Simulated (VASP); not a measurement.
A run of VASP 6.6.1 is set up as follows.

INCAR

```
PREC     = Accurate       # precision mode
ENCUT    = 520            # plane-wave cutoff, eV
EDIFF    = 1E-7           # SCF threshold, eV
ISMEAR   = -1             # smearing method
SIGMA    = 0.05           # smearing width, eV
LREAL    = False          # projectors in reciprocal space
LASPH    = True           # aspherical terms in the spheres
NELM     = 150            # most SCF steps
ALGO     = Normal         # electronic algorithm
ISIF     = 2              # what is computed and relaxed
LWAVE    = False          # write WAVECAR
LCHARG   = False          # write CHGCAR
ISPIN    = 2              # spin polarisation
MAGMOM   = 0 0 4 4        # initial moments
LORBIT   = 11             # projections on sites
LMAXMIX  = 4              # l up to which the mixer works
NBANDS   = 30             # bands
```

Contents of KPOINTS:

```
Automatic mesh
0
Gamma
  7 7 5
```

Contents of POSCAR:

```
MnSb
1.0
    4.0939120434      0.0000000000      0.0000000000
   -2.0469560217      3.5454318304      0.0000000000
    0.0000000000      0.0000000000      5.7018823159
Sb Mn
2 2
Direct
    0.6666666667      0.3333333333      0.7500000000
    0.3333333333      0.6666666667      0.2500000000
    0.0000000000      0.0000000000      0.5000000000
    0.0000000000      0.0000000000      0.0000000000
```

Potentials or basis: VASP PAW LDA potentials, release 64 (Sb, Mn_pv).

Launch:

```sh
$ cat potpaw_LDA.64/Sb/POTCAR potpaw_LDA.64/Mn_pv/POTCAR > POTCAR
$ mpirun -np 1 vasp_std > vasp.out
```

Question: What does it give for the net moment?

Answer: 6.09 μB per cell.

Question: What does it give for the pressure?

Answer: -9.9 GPa.

Question: Estimate the site moments.

Answer: Sb -0.10; Mn +3.05 μB.

Stress tensor (GPa, compression positive):
```
 -9.52   0.00   0.00
  0.00  -9.52   0.00
  0.00   0.00 -10.77
```

Caveat: the cell stands under tension; only a ferromagnetic start was run, and an antiferromagnetic order may lie lower in energy.
